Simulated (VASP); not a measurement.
# B18SN17 (a cell with a defect) in VASP: single point with PBE

Aim: the single point of B18SN17 (a cell with a defect) with PBE.

Everything below comes from runs of VASP 6.6.1. Logs are shortened: lines on timing, memory, paths and dates and some standing lists are left out, and cuts for length are marked.

## 1. The cell of the first run

The cell holds a defect, 36 atoms: a = 7.495 Å, b = 7.495 Å, c = 6.636 Å, α = 90.00°, β = 90.00°, γ = 120.00°.

## 2. Single point, PBE, collinear spin, ferromagnetic start

INCAR

```
PREC = Accurate
ENCUT = 520
EDIFF = 1E-6
ISMEAR = -1
SIGMA = 0.01
LREAL = Auto
LASPH = T
NELM = 150
ALGO = Normal
ISIF = 2
LWAVE = F
LCHARG = F
ISPIN = 2
MAGMOM = 0 0 0 0 0 0 0 0 0 0 0 0 0 0 0 0 0 0 1 0 0 0 0 0 0 0 0 0 0 0 0 0 0 0 0 0
LORBIT = 11
GGA = PE
NBANDS = 100
```

KPOINTS

```
regular mesh
0
Gamma
  3 3 3
```

POSCAR

```
B18SN17
1.0
    7.4947200001      0.0000000000      0.0000000000
   -3.7473600000      6.4906179143      0.0000000000
    0.0000000000      0.0000000000      6.6357000000
B S N
18 1 17
Direct
    0.1111111111      0.2222222222      0.2500000000
    0.1111174342      0.5556682940      0.2500000000
    0.1111174342      0.8887824735      0.2500000000
    0.4445508598      0.2222158991      0.2500000000
    0.4445508598      0.5556682940      0.2500000000
    0.4444444444      0.8888888889      0.2500000000
    0.7776650393      0.2222158991      0.2500000000
    0.7777777778      0.5555555556      0.2500000000
    0.7776650393      0.8887824735      0.2500000000
    0.2399085273      0.0934248060      0.7500000000
    0.2399085273      0.4798170547      0.7500000000
    0.2226685674      0.7780009504      0.7500000000
    0.5553323830      0.1106647659      0.7500000000
    0.5584855001      0.4459094167      0.7500000000
    0.5553323830      0.7780009504      0.7500000000
    0.8535162786      0.0934248060      0.7500000000
    0.8874239166      0.4459094167      0.7500000000
    0.8874239166      0.7748478332      0.7500000000
    0.1111111111      0.2222222222      0.7500000000
    0.1092446948      0.5620638942      0.7500000000
    0.1092446948      0.8805141340      0.7500000000
    0.4528191994      0.2240886385      0.7500000000
    0.4528191994      0.5620638942      0.7500000000
    0.4444444444      0.8888888889      0.7500000000
    0.7712694392      0.2240886385      0.7500000000
    0.7777777778      0.5555555556      0.7500000000
    0.7712694392      0.8805141340      0.7500000000
    0.2222810259      0.1110523075      0.2500000000
    0.2222810259      0.4445620517      0.2500000000
    0.2222590684      0.7777962008      0.2500000000
    0.5555371325      0.1110742650      0.2500000000
    0.5555588651      0.4444460992      0.2500000000
    0.5555371325      0.7777962008      0.2500000000
    0.8887712816      0.1110523075      0.2500000000
    0.8888872341      0.4444460992      0.2500000000
    0.8888872341      0.7777744682      0.2500000000
```

Potentials or basis: VASP PAW PBE potentials, release 64 (B, S, N).

Command:

```sh
cat potpaw_PBE.64/B/POTCAR potpaw_PBE.64/S/POTCAR potpaw_PBE.64/N/POTCAR > POTCAR
mpirun -np 1 vasp_std > vasp.out
```

OUTCAR:

```text
PREC = Accurate
   ENCUT = 520
   EDIFF = 1E-6
   ISMEAR = -1
   LREAL = Auto
   LASPH = T
   NELM = 150
   ISIF = 2
   ISPIN = 2
   LORBIT = 11
   GGA = PE

 ion  position               nearest neighbor table
   1  0.111  0.222  0.250-  29 1.44  28 1.44  34 1.44
   2  0.111  0.556  0.250-  30 1.44  35 1.44  29 1.44
   3  0.111  0.889  0.250-  30 1.44  36 1.44  28 1.44
   4  0.445  0.222  0.250-  31 1.44  32 1.44  28 1.44
   5  0.445  0.556  0.250-  33 1.44  32 1.44  29 1.44
   6  0.444  0.889  0.250-  30 1.44  31 1.44  33 1.44
[... 28 lines left out ...]
  35  0.889  0.444  0.250-   8 1.44   7 1.44   2 1.44
  36  0.889  0.778  0.250-   8 1.44   9 1.44   3 1.44

  LATTYP: Found a hexagonal cell.
 ALAT       =     7.4947200001
 C/A-ratio  =     0.8853833098

  Lattice vectors:

 A1 = (   7.4947200001,   0.0000000000,   0.0000000000)
 A2 = (  -3.7473600000,   6.4906179143,   0.0000000000)
 A3 = (   0.0000000000,   0.0000000000,   6.6357000000)

Analysis of symmetry for initial positions (statically):
=====================================================================
 Subroutine PRICEL returns:
 Original cell was already a primitive cell.

 Routine SETGRP: Setting up the symmetry group for a
 hexagonal supercell.

 Subroutine GETGRP returns: Found 12 space group operations
 (whereof  2 operations were pure point group operations)
 out of a pool of 24 trial point group operations.

The static configuration has the point symmetry C_1h.
 The point group associated with its full space group is D_3h.

Analysis of symmetry for dynamics (positions and initial velocities):
=====================================================================
 Subroutine PRICEL returns:
 Original cell was already a primitive cell.

 Routine SETGRP: Setting up the symmetry group for a
 hexagonal supercell.

 Subroutine GETGRP returns: Found 12 space group operations
 (whereof  2 operations were pure point group operations)
 out of a pool of 24 trial point group operations.

The dynamic configuration has the point symmetry C_1h.
 The point group associated with its full space group is D_3h.

Analysis of structural, dynamic, and magnetic symmetry:
=====================================================================
 Subroutine PRICEL returns:
 Original cell was already a primitive cell.

 Routine SETGRP: Setting up the symmetry group for a
 hexagonal supercell.

 Subroutine GETGRP returns: Found 12 space group operations
 (whereof  2 operations were pure point group operations)
 out of a pool of 24 trial point group operations.

The overall configuration has the point symmetry C_1h.
 The point group associated with its full space group is D_3h.

 Subroutine INISYM returns: Found 12 space group operations
 (whereof  2 operations are pure point group operations),
 and found     1 'primitive' translations

----------------------------------------------------------------------------------------

                                     Primitive cell

  volume of cell :     322.7960

  direct lattice vectors                    reciprocal lattice vectors
     7.494720000  0.000000000  0.000000000     0.133427266  0.077034268  0.000000000
    -3.747360000  6.490617914  0.000000000     0.000000000  0.154068536  0.000000000
     0.000000000  0.000000000  6.635700000     0.000000000  0.000000000  0.150700002

  length of vectors
     7.494720000  7.494720000  6.635700000     0.154068536  0.154068536  0.150700002

  position of ions in fractional coordinates (direct lattice)
     0.111111111  0.222222222  0.250000000
     0.111117434  0.555668294  0.250000000
     0.111117434  0.888782474  0.250000000
     0.444550860  0.222215899  0.250000000
     0.444550860  0.555668294  0.250000000
     0.444444444  0.888888889  0.250000000
[... 28 lines left out ...]
     0.888887234  0.444446099  0.250000000
     0.888887234  0.777774468  0.250000000

  ion indices of the primitive-cell ions
   primitive index   ion index
                 1           1
                 2           2
                 3           3
[... 68 lines left out ...]
   k-points           NKPTS =      6   k-points in BZ     NKDIM =      6   number of bands    NBANDS=    100
   number of dos      NEDOS =    301   number of ions     NIONS =     36
   total plane-waves  NPLWV = 156800
   dimension x,y,z NGX =    56 NGY =   56 NGZ =   50
   dimension x,y,z NGXF=   112 NGYF=  112 NGZF=  100
   ions per type =              18   1  17
   NGX,Y,Z   is equivalent  to a cutoff of  12.42, 12.42, 12.53 a.u.
   NGXF,Y,Z  is equivalent  to a cutoff of  24.84, 24.84, 25.05 a.u.
 SYSTEM =  unknown system
   PREC   = accura    normal or accurate (medium, high low for compatibility)
   ISTART =      0    job   : 0-new  1-cont  2-samecut
   ICHARG =      2    charge: 1-file 2-atom 10-const
   ISPIN  =      2    spin polarized calculation?
   LNONCOLLINEAR =      F non collinear calculations
   LSORBIT =      F    spin-orbit coupling
   LASPH  =      T    aspherical Exc in radial PAW
   ENCUT  =  520.0 eV  38.22 Ry    6.18 a.u.  13.94 13.94 12.34*2*pi/ulx,y,z
   NELM   =    150;   NELMIN=  2; NELMDL= -5     # of ELM steps
   EDIFF  = 0.1E-05   stopping-criterion for ELM
   LREAL  =      T    real-space projection
   EDIFFG = 0.1E-04   stopping-criterion for IOM
   NSW    =      0    number of steps for IOM
   IBRION =     -1    ionic relax: 0-MD 1-quasi-New 2-CG
   NFREE  =      0    steps in history (QN), initial steepest desc. (CG)
   ISIF   =      2    stress and relaxation
   ISYM   =      2    0-nonsym 1-usesym 2-fastsym
   POTIM  = 0.5000    time-step for ionic-motion
   TEBEG  =    0.0;   TEEND  =   0.0 temperature during run
   PSTRESS=    0.0 pullay stress
   NELECT =     145.0000    total number of electrons
   NUPDOWN=      -1.0000    fix difference up-down
   EMIN   =  10.00;   EMAX   =-10.00  energy-range for DOS
   EFERMI =   0.00;   METHOD = LEGACY
   ISMEAR =    -1;   SIGMA  =   0.01  broadening in eV -4-tet -1-fermi 0-gaus
   EFERMI_NEDOS =   21; number of points for ismear=-14 and -15
   IALGO  =     38    algorithm
   IMIX   =      4    mixing-type and parameters
     AMIX     =   0.40;   BMIX     =  1.00
     AMIX_MAG =   1.60;   BMIX_MAG =  1.00
  volume/ion in A,a.u.               =       8.97        60.51
  Fermi-wavevector in a.u.,A,eV,Ry     =   1.253780  2.369301 21.387882  1.571965
  Thomas-Fermi vector in A             =   2.387617
   LORBIT       =     11    0 simple, 1 ext, 2 COOP (PROOUT), +10 PAW based schemes
   GGA     = PE    functional components
   LHFCALC =     F    Hartree Fock is set to
   AEXX    =    0.0000 exact exchange contribution
   IVDW    =     0    specifies the selected vdW correction
   LEPSILON=     F    determine dielectric tensor
   LRPA    =     F    only Hartree local field effects (RPA)
 spin polarized calculation
  energy-cutoff  :      520.00
  volume of cell :      322.80
 maximum number of plane-waves:      8725
 NGX is ok and might be reduce to    56
   NGX = 27   NGY = 27   NGZ = 25

 number of electron     144.9999980 magnetization       0.5544156

 Free energy of the ion-electron system (eV)
  ---------------------------------------------------
  ext. energy  EPLUGINS =         0.00000000
  ---------------------------------------------------
  free energy    TOTEN  =      -304.50884926 eV

  energy without entropy =     -304.50516244  energy(sigma->0) =     -304.50700585

 E-fermi :   6.8175     XC(G=0): -10.1932

 val. band max:        6.8148990775   @ k =   0.3333   0.3333   0.0000
 cond. band min:       6.8458395765   @ k =   0.3333  -0.0000   0.3333
 fundamental gap:      0.0309404991
 Fermi energy:         6.8175155238

 spin component 1

 k-point     1 :       0.0000    0.0000    0.0000
  band No.  band energies     occupation
      1     -15.5711      1.00000
      2     -14.8792      1.00000
      3     -13.8139      1.00000
      4     -13.8139      1.00000
      5     -13.6089      1.00000
      6     -13.6089      1.00000
[... 511 lines left out ...]
     83       9.2955      0.00000
     84       9.3608      0.00000
 Fermi energy:         6.8175155238

 spin component 2

 k-point     1 :       0.0000    0.0000    0.0000
  band No.  band energies     occupation
      1     -15.5529      1.00000
      2     -14.8757      1.00000
      3     -13.8052      1.00000
      4     -13.8052      1.00000
      5     -13.5966      1.00000
      6     -13.5966      1.00000
[... 511 lines left out ...]
     83       9.3260      0.00000
     84       9.4395      0.00000
 [bands above 84 left out]

------------------------ aborting loop because EDIFF is reached ----------------------------------------

  FORCE on cell =-STRESS in cart. coord.  units (eV):
  Direction    XX          YY          ZZ          XY          YZ          ZX
  --------------------------------------------------------------------------------------
  -------------------------------------------------------------------------------------
  Total       44.9781121     44.9781121      5.5990060      0.0000000     -0.0000000     -0.0000000
  in kB      223.2459582    223.2459582     27.7903052      0.0000000     -0.0000000     -0.0000000
  external PRESSURE =     158.0940739 kB  Pullay stress =       0.0000000 kB

 VOLUME and BASIS-vectors are now :
 -----------------------------------------------------------------------------
  energy-cutoff  :      520.00
  volume of cell :      322.80
      direct lattice vectors                 reciprocal lattice vectors
     7.494720000  0.000000000  0.000000000     0.133427266  0.077034268  0.000000000
    -3.747360000  6.490617914  0.000000000     0.000000000  0.154068536  0.000000000
     0.000000000  0.000000000  6.635700000     0.000000000  0.000000000  0.150700002

 POSITION                                       TOTAL-FORCE (eV/Angst)
 -----------------------------------------------------------------------------------
      0.00000      1.44236      1.65892        -0.000000     -0.000000     -0.000000
     -1.24950      3.60663      1.65892        -0.002933     -0.001433     -0.000000
     -2.49779      5.76875      1.65892        -0.002708     -0.001823     -0.000000
      2.49906      1.44232      1.65892         0.000225      0.003257     -0.000000
      1.24950      3.60663      1.65892         0.002933     -0.001433     -0.000000
     -0.00000      5.76944      1.65892        -0.000000     -0.000000     -0.000000
[... 28 lines left out ...]
      4.99646      2.88473      1.65892         0.000890     -0.000514     -0.000000
      3.74736      5.04824      1.65892         0.000000      0.001028     -0.000000
 -----------------------------------------------------------------------------------
    total drift:                                0.000002     -0.000007     -0.000000

  FREE ENERGIE OF THE ION-ELECTRON SYSTEM (eV)
  ---------------------------------------------------
  free  energy   TOTEN  =      -304.5088492561 eV

  energy  without entropy=     -304.5051624399  energy(sigma->0) =     -304.50700585

 total charge

# of ion       s       p       d       tot
------------------------------------------
    1        0.747   1.439   0.000   2.186
    2        0.747   1.440   0.000   2.187
    3        0.747   1.440   0.000   2.187
    4        0.747   1.440   0.000   2.187
    5        0.747   1.440   0.000   2.187
    6        0.747   1.443   0.000   2.190
[... 28 lines left out ...]
   35        1.227   2.802   0.000   4.029
   36        1.227   2.802   0.000   4.029
--------------------------------------------------
tot         35.859  77.404   0.000 113.263

 magnetization (x)

# of ion       s       p       d       tot
------------------------------------------
    1        0.001   0.010   0.000   0.011
    2        0.000   0.005   0.000   0.005
    3        0.000   0.005   0.000   0.005
    4        0.000   0.005   0.000   0.005
    5        0.000   0.005   0.000   0.005
    6        0.000   0.003   0.000   0.004
[... 28 lines left out ...]
   35       -0.000  -0.001   0.000  -0.001
   36       -0.000  -0.001   0.000  -0.001
--------------------------------------------------
tot          0.015   0.232   0.000   0.247
```

Run time: 7.2 min. Hardware: 1 thread of Intel Xeon 6975P-C (Granite Rapids), shared host; peak memory 0.65 GiB.

What came out:

```yaml
Free_energy: -304.5088 eV
Pressure: 15.8 GPa
Largest_force: 0.038 eV/Å
Net_moment: 0.55 μB per cell
Site_moments: B +0.01, +0.00, +0.04, +0.02; S -0.01; N -0.01, -0.00 μB
Valence_electrons_inside_the_program's_atomic_spheres: B 2.19, 2.18, 2.36, 2.30, 2.21; S 4.11; N 4.08, 4.04, 4.06, 4.03
```

Forces in eV/Å, atoms in the order of the input:
```
B    0.000  0.000  0.000
B   -0.003 -0.001  0.000
B   -0.003 -0.002  0.000
B    0.000  0.003  0.000
B    0.003 -0.001  0.000
B    0.000  0.000  0.000
B    0.000  0.003  0.000
B    0.000  0.000  0.000
B    0.003 -0.002  0.000
B   -0.004  0.002  0.000
B    0.000 -0.005  0.000
B    0.021  0.012  0.000
B    0.000 -0.024  0.000
B    0.010  0.006  0.000
B   -0.021  0.012  0.000
B    0.004  0.002  0.000
B   -0.010  0.006  0.000
B    0.000 -0.012  0.000
S    0.000  0.000  0.000
N    0.030 -0.024  0.000
N   -0.006  0.038  0.000
N   -0.036 -0.014  0.000
N   -0.030 -0.024  0.000
N    0.000  0.000  0.000
N    0.036 -0.014  0.000
N    0.000  0.000  0.000
N    0.006  0.038  0.000
N    0.001  0.000  0.000
N    0.000  0.001  0.000
N    0.000  0.000  0.000
N    0.000  0.000  0.000
N   -0.001 -0.001  0.000
N    0.000  0.000  0.000
N   -0.001  0.000  0.000
N    0.001 -0.001  0.000
N    0.000  0.001  0.000
```

Levels at points of the mesh, in eV from the Fermi level:
Spin up:
```
           k point  band 70  band 71  band 72  band 73  band 74  band 75  band 76  band 77
(0.00, 0.00, 0.00)    -4.46    -4.15    -4.15     0.11     0.11     0.79     0.80     0.94
```
Spin down:
```csv
k point,band 70,band 71,band 72,band 73,band 74,band 75
"(0.00, 0.00, 0.00)",-4.46,-4.14,-4.14,0.32,0.32,0.83
```
